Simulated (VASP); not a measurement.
# NaCl (I4/mmm) in VASP: single point with HSE06

Aim: the single point of NaCl with HSE06.

Everything below comes from runs of VASP 6.6.1. Logs are shortened: lines on timing, memory, paths and dates and some standing lists are left out, and cuts for length are marked.

### Step 1. The cell of the first run

The structure is tetragonal, space group I4/mmm (No. 139). Conventional cell: a = 3.983 Å, b = 3.983 Å, c = 5.593 Å, α = 90.00°, β = 90.00°, γ = 90.00°. Na (site symmetry 4/mmm) has 6 Cl at 2.80 to 2.82 Å within 3.7 Å. Within 3.7 Å of Cl (site symmetry 4/mmm) lie 6 Na at 2.80 to 2.82 Å.

### Step 2. Single point, HSE06 (epitaxial xy strain +0.5%)

POSCAR

```
NaCl
1.0
    0.0000000000      2.8167123034      2.7966897258
    2.8167123034      0.0000000000      2.7966897258
    2.8167123034      2.8167123034      0.0000000000
Na Cl
1 1
Direct
    0.0000000000      0.0000000000      0.0000000000
    0.5000000000      0.5000000000      0.5000000000
```

INCAR.step1

```
PREC     = Accurate       # precision mode
ENCUT    = 520            # plane-wave cutoff, eV
EDIFF    = 1E-5           # SCF threshold, eV
ISMEAR   = 0              # smearing method
SIGMA    = 0.01           # smearing width, eV
LREAL    = F              # projectors in reciprocal space
LASPH    = T              # aspherical terms in the spheres
NELM     = 80             # most SCF steps
ALGO     = Normal         # electronic algorithm
ISIF     = 2              # what is computed and relaxed
LWAVE    = T              # write WAVECAR
LCHARG   = F              # write CHGCAR
NBANDS   = 14             # bands
GGA      = PE             # functional
```

INCAR.step2

```
PREC     = Accurate       # precision mode
ENCUT    = 520            # plane-wave cutoff, eV
EDIFF    = 1E-7           # SCF threshold, eV
ISMEAR   = 0              # smearing method
SIGMA    = 0.01           # smearing width, eV
LREAL    = F              # projectors in reciprocal space
LASPH    = T              # aspherical terms in the spheres
NELM     = 80             # most SCF steps
ALGO     = Normal         # electronic algorithm
ISIF     = 2              # what is computed and relaxed
LWAVE    = F              # write WAVECAR
LCHARG   = F              # write CHGCAR
GGA      = PE             # functional
LHFCALC  = T              # exact exchange
HFSCREEN = 0.2079         # screening, 1/A
PRECFOCK = Normal       
NBANDS   = 14             # bands
ISTART   = 1
```

KPOINTS

```
Automatic mesh
0
Gamma
  6 6 6
```

Potentials or basis: VASP PAW PBE potentials, release 64 (Na_pv, Cl).

Command:

```console
$ cat potpaw_PBE.64/Na_pv/POTCAR potpaw_PBE.64/Cl/POTCAR > POTCAR
$ cp INCAR.step1 INCAR
$ mpirun -np 1 vasp_std > vasp.out
$ cp INCAR.step2 INCAR
$ mpirun -np 1 vasp_std > vasp.out
```

OUTCAR:

```text
PREC = Accurate
   ENCUT = 520
   EDIFF = 1E-7
   ISMEAR = 0
   LREAL = F
   LASPH = T
   NELM = 80
   ISIF = 2
   GGA = PE
   LHFCALC = T
   HFSCREEN = 0.2079
   PRECFOCK = Normal
   ISTART = 1

 ion  position               nearest neighbor table
   1  0.000  0.000  0.000-
   2  0.500  0.500  0.500-

  LATTYP: Found a body centered tetragonal cell.
 ALAT       =     3.9834327408
 C/A-ratio  =     1.4041606362

  Lattice vectors:

 A1 = (   0.0000000000,  -2.8167123034,  -2.7966897258)
 A2 = (   0.0000000000,   2.8167123034,  -2.7966897258)
 A3 = (   2.8167123034,   0.0000000000,   2.7966897258)

Analysis of symmetry for initial positions (statically):
=====================================================================
 Subroutine PRICEL returns:
 Original cell was already a primitive cell.

 Routine SETGRP: Setting up the symmetry group for a
 body centered tetragonal supercell.

 Subroutine GETGRP returns: Found 16 space group operations
 (whereof 16 operations were pure point group operations)
 out of a pool of 16 trial point group operations.

The static configuration has the point symmetry D_4h.

Analysis of symmetry for dynamics (positions and initial velocities):
=====================================================================
 Subroutine PRICEL returns:
 Original cell was already a primitive cell.

 Routine SETGRP: Setting up the symmetry group for a
 body centered tetragonal supercell.

 Subroutine GETGRP returns: Found 16 space group operations
 (whereof 16 operations were pure point group operations)
 out of a pool of 16 trial point group operations.

The dynamic configuration has the point symmetry D_4h.

 Subroutine INISYM returns: Found 16 space group operations
 (whereof 16 operations are pure point group operations),
 and found     1 'primitive' translations

----------------------------------------------------------------------------------------

                                     Primitive cell

  volume of cell :      44.3771

  direct lattice vectors                    reciprocal lattice vectors
     0.000000000  2.816712303  2.796689726    -0.177511917  0.177511917  0.178782793
[... 94 lines left out ...]
   POTIM  = 0.5000    time-step for ionic-motion
   TEBEG  =    0.0;   TEEND  =   0.0 temperature during run
   PSTRESS=    0.0 pullay stress
   NELECT =      14.0000    total number of electrons
   NUPDOWN=      -1.0000    fix difference up-down
   EMIN   =  10.00;   EMAX   =-10.00  energy-range for DOS
   EFERMI =   0.00;   METHOD = LEGACY
   ISMEAR =     0;   SIGMA  =   0.01  broadening in eV -4-tet -1-fermi 0-gaus
   EFERMI_NEDOS =   21; number of points for ismear=-14 and -15
   IALGO  =     38    algorithm
   IMIX   =      1    mixing-type and parameters
     AMIX     =   0.40;   BMIX     =  1.00
     AMIX_MAG =   1.60;   BMIX_MAG =  1.00
  volume/ion in A,a.u.               =      22.19       149.74
  Fermi-wavevector in a.u.,A,eV,Ry     =   1.114460  2.106024 16.898718  1.242021
  Thomas-Fermi vector in A             =   2.251055
   LORBIT       =      0    0 simple, 1 ext, 2 COOP (PROOUT), +10 PAW based schemes
   GGA     = PE    functional components
   LHFCALC =     T    Hartree Fock is set to
   PRECFOCK=normal    Normal, Fast or Accurate (Low or Medium for compatibility)
   ENCUT4O =  -1.0   cutoff for four orbital integrals eV
   NKREDX  =     1    reduce k-point grid by
   NKREDY  =     1    reduce k-point grid by
   NKREDZ  =     1    reduce k-point grid by
   AEXX    =    0.2500 exact exchange contribution
   HFSCREEN=    0.2079 screening length (either q_TF or 0.3 A-1)
   HFSCREENC=   0.2079 screening length for correlation (either q_TF or 0.3 A-1)
   ENCUTFOCK=  -1.0 apply spherical cutoff to Coloumb kernel
   IVDW    =     0    specifies the selected vdW correction
   LEPSILON=     F    determine dielectric tensor
   LRPA    =     F    only Hartree local field effects (RPA)
 non-spin polarized calculation
 Gauss-broadening in eV      SIGMA  =   0.01
  energy-cutoff  :      520.00
  volume of cell :       44.38
 maximum number of plane-waves:      1243
 NGX is ok and might be reduce to    30
  NGX = 24; NGY = 24; NGZ = 24

 number of electron      14.0000001 magnetization

 Free energy of the ion-electron system (eV)
  ---------------------------------------------------
  ext. energy  EPLUGINS =         0.00000000
  ---------------------------------------------------
  free energy    TOTEN  =        -7.87673986 eV

  energy without entropy =       -7.87673986  energy(sigma->0) =       -7.87673986

 E-fermi :  -1.5195     XC(G=0):  -6.8328

 val. band max:       -1.6602756167   @ k =   0.0000   0.0000   0.0000
 cond. band min:       4.8551627733   @ k =   0.0000   0.0000   0.0000
 fundamental gap:      6.5154383900
 Fermi energy:        -1.5194543367

 k-point     1 :       0.0000    0.0000    0.0000
  band No.  band energies     occupation
      1     -24.5255      2.00000
      2     -24.5255      2.00000
      3     -24.5249      2.00000
      4     -15.5385      2.00000
      5      -1.6668      2.00000
      6      -1.6603      2.00000
      7      -1.6603      2.00000
      8       4.8552      0.00000
      9      10.9506      0.00000
     10      10.9506      0.00000
     11      11.0045      0.00000
     12      13.2615      0.00000
     13      13.3555      0.00000
     14      14.6501      0.00000
[... 377 lines left out ...]
      1     -24.5441      2.00000
      2     -24.5348      2.00000
      3     -24.5315      2.00000
      4     -15.1235      2.00000
      5      -3.3323      2.00000
      6      -2.5131      2.00000
      7      -2.2261      2.00000
      8       7.7992      0.00000
      9       8.4196      0.00000
     10      10.4723      0.00000
     11      13.1274      0.00000
     12      14.1369      0.00000
     13      16.4700      0.00000
     14      17.3396      0.00000

 [... further k-points ...]
[... 5 lines left out ...]
  --------------------------------------------------------------------------------------
  -------------------------------------------------------------------------------------
  Total        0.1055173      0.1055173      0.1922430      0.0000000     -0.0000000      0.0000000
  in kB        3.8095632      3.8095632      6.9406762      0.0000000     -0.0000000      0.0000000
  external PRESSURE =       4.8532675 kB  Pullay stress =       0.0000000 kB

 VOLUME and BASIS-vectors are now :
 -----------------------------------------------------------------------------
  energy-cutoff  :      520.00
  volume of cell :       44.38
      direct lattice vectors                 reciprocal lattice vectors
     0.000000000  2.816712303  2.796689726    -0.177511917  0.177511917  0.178782793
     2.816712303  0.000000000  2.796689726     0.177511917 -0.177511917  0.178782793
     2.816712303  2.816712303  0.000000000     0.177511917  0.177511917 -0.178782793

 POSITION                                       TOTAL-FORCE (eV/Angst)
 -----------------------------------------------------------------------------------
      0.00000      0.00000      0.00000         0.000000      0.000000     -0.000000
      2.81671      2.81671      2.79669         0.000000      0.000000      0.000000
 -----------------------------------------------------------------------------------
    total drift:                               -0.000000     -0.000000     -0.000001

  FREE ENERGIE OF THE ION-ELECTRON SYSTEM (eV)
  ---------------------------------------------------
  free  energy   TOTEN  =        -7.8767398611 eV

  energy  without entropy=       -7.8767398611  energy(sigma->0) =       -7.87673986
```

Wall time 53 min (1 thread of AMD EPYC 7R13 (Zen 3), shared host); peak memory 0.26 GiB.

What came out:

* Free energy: -7.8767 eV
* Pressure: 0.5 GPa
* Band gap on the k mesh: 6.52 eV

Levels at points of the mesh, in eV from the valence-band top:
```csv
k point,band 4,band 5,band 6,band 7,band 8,band 9,band 10,band 11
"(0.00, 0.00, 0.00)",-13.88,-0.01,0.00,0.00,6.52,12.61,12.61,12.66
"(0.50, 0.00, 0.00)",-13.50,-2.08,-0.30,-0.29,8.64,12.33,12.49,12.56
"(0.50, 0.50, 0.00)",-13.44,-1.81,-0.67,-0.67,9.02,9.38,13.02,16.55
"(0.50, 0.00, 0.50)",-13.45,-1.81,-0.66,-0.64,9.02,9.41,12.95,16.54
```

Caveat: the cell differs from its parent crystal (epitaxial xy strain +0.5%); the PAW data sets were made with another functional, which shifts forces and pressure a little.
